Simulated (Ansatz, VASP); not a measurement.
## C in VASP and in Ansatz

File POSCAR:

```
C
1.0
    2.4559134450      0.0000000000      0.0000000000
   -1.2279567225      2.1268834329      0.0000000000
    0.0000000000      0.0000000000      7.0106290262
C
4
Direct
    1.0000000000      1.0000000000      0.2500000000
    0.0000000000      0.0000000000      0.7500000000
    0.3333333333      0.6666666667      0.2500000000
    0.6666666667      0.3333333333      0.7500000000
```

INCAR.step1

```
PREC     = Accurate       # precision mode
ENCUT    = 520            # plane-wave cutoff, eV
ISMEAR   = -1             # smearing method
SIGMA    = 0.01           # smearing width, eV
LREAL    = F              # projectors in reciprocal space
LASPH    = T              # aspherical terms in the spheres
NELM     = 60             # most SCF steps
NBANDS   = 16             # bands
GGA      = PE             # functional
ALGO     = Normal         # electronic algorithm
EDIFF    = 1E-4           # SCF threshold, eV
LWAVE    = T              # write WAVECAR
LCHARG   = F              # write CHGCAR
```

File INCAR.step2:

```
PREC     = Accurate       # precision mode
ENCUT    = 520            # plane-wave cutoff, eV
EDIFF    = 1E-6           # SCF threshold, eV
ISMEAR   = -1             # smearing method
SIGMA    = 0.01           # smearing width, eV
LREAL    = F              # projectors in reciprocal space
LASPH    = T              # aspherical terms in the spheres
NELM     = 60             # most SCF steps
ALGO     = Normal         # electronic algorithm
ISIF     = 2              # what is computed and relaxed
LWAVE    = F              # write WAVECAR
LCHARG   = T              # write CHGCAR
METAGGA  = R2SCAN         # meta-GGA
LMIXTAU  = T            
LELF     = T              # ELF
LVHAR    = T            
NBANDS   = 16             # bands
ISTART   = 1
```

File KPOINTS:

```
regular mesh
0
Gamma
  15 15 5
```

Input for Ansatz:

```yaml
crystal:
  lattice:
    - [2.455913445, 0.0, 0.0]
    - [-1.2279567225, 2.1268834329, 0.0]
    - [0.0, 0.0, 7.0106290262]
  atoms:
    - { symbol: C, position: [1.0, 1.0, 0.25] }
    - { symbol: C, position: [0.0, 0.0, 0.75] }
    - { symbol: C, position: [0.3333333333, 0.6666666667, 0.25] }
    - { symbol: C, position: [0.6666666667, 0.3333333333, 0.75] }
hamiltonian:
  xc: r2scan
  pseudopotentials:
    kind: paw
    azcp:
      C: "pseudopotentials/C.paw.azcp"
basis:
  ecutwfc: 500
  fft_grid_basis: typed
kpoints:
  mp_grid: { grid: [15, 15, 5], shift: [0, 0, 0] }
magnetization:
  spin_polarized: false
scf:
  occupations: { method: fermi_dirac, width: 0.01 }
  lower_state_search: "off"
output:
  stress: true
```

Alike in both runs: task single point; functional r2SCAN; k mesh 15 × 15 × 5; occupations fermi-dirac, width 0.01 eV; no spin polarisation.

|  | VASP | Ansatz |
| --- | --- | --- |
| version | VASP 6.6.1 | Ansatz 0.2.0 |
| potentials or method | VASP PAW PBE potentials, release 64 (C), cutoff 520 eV | plane waves (500 eV) with PAW, scalar-relativistic |
| valence electrons in the cell | 16 | 16 |

```csv
,VASP,Ansatz,Ansatz less VASP
pressure (GPa),0.7,0.0,-0.64
"traceless stress, the component that is largest in VASP (GPa)",-0.69,0.07,+0.755
```

VASP's potentials were made for PBE, not for r2SCAN. The functional is the same, so the differences come from potentials, cutoffs and numerics.
